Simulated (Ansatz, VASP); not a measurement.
## One calculation of AlB2As3, two programs

The input INCAR:

```
  PREC = Accurate
  ENCUT = 520
  EDIFF = 1E-7
  ISMEAR = 0
  SIGMA = 0.1
  LREAL = False
  LASPH = True
  NELM = 80
  ALGO = Normal
  ISIF = 2
  LWAVE = False
  LCHARG = True
  GGA = PE
  LELF = True
  LVHAR = True
  NBANDS = 21
```

Contents of KPOINTS:

```
regular mesh
0
Gamma
  3 3 6
```

POSCAR

```
AlB2As3
1.0
    5.9397791900      0.0000000000      0.0000000000
   -2.9698896000      5.1439996700      0.0000000000
    0.0000000000      0.0000000000      3.2779062500
Al B As
1 2 3
Direct
    0.0000000000      0.0000000000      0.0000000000
    0.3333333300      0.6666666700      0.0000000000
    0.6666666700      0.3333333300      0.0000000000
    0.5000000000      0.0000000000      0.5000000000
    0.5000000000      0.5000000000      0.5000000000
    0.0000000000      0.5000000000      0.5000000000
```

Input for Ansatz:

```yaml
crystal:
  lattice:
    - [5.93977919, 0.0, 0.0]
    - [-2.9698896, 5.14399967, 0.0]
    - [0.0, 0.0, 3.27790625]
  atoms:
    - { symbol: Al, position: [0.0, 0.0, 0.0] }
    - { symbol: B, position: [0.33333333, 0.66666667, 0.0] }
    - { symbol: B, position: [0.66666667, 0.33333333, 0.0] }
    - { symbol: As, position: [0.5, 0.0, 0.5] }
    - { symbol: As, position: [0.5, 0.5, 0.5] }
    - { symbol: As, position: [0.0, 0.5, 0.5] }
basis:
  ecutwfc: 420
kpoints:
  mp_grid: { grid: [3, 3, 6] }
hamiltonian:
  xc: pbe
scf:
  occupations: { method: gaussian, width: 0.1 }
  lower_state_search: "off"
output:
  forces: true
  stress: true
  eigenvalues: true
```

Change from the starting cell: species swapped into the ErB2Ru3 type (P6/mmm, No. 191).

Alike in both runs: task single point; functional PBE; k mesh 3 × 3 × 6; occupations gaussian, width 0.1 eV; no spin polarisation.

|  | VASP | Ansatz |
| --- | --- | --- |
| version | VASP 6.6.1 | Ansatz 0.2.0 |
| potentials or method | VASP PAW PBE potentials, release 64 (Al, B, As), cutoff 520 eV | scalar-relativistic, plane waves, PAW |
| valence electrons in the cell | 24 | 54 |

```csv
,VASP,Ansatz,Ansatz less VASP
gap on the k mesh at the Fermi level (eV),none,none,-
pressure (GPa),-3.8,-3.9,-0.13
"traceless stress, the component that is largest in VASP (GPa)",-6.30,-6.34,-0.040
```

A gap of «none» marks a metal or a gap that the smearing closes. VASP's potentials hold 24 valence electrons a cell and Ansatz's 54, so a difference there can come from the potentials and not from the codes.

The k mesh is coarse, so the values compare programs but aren't converged.
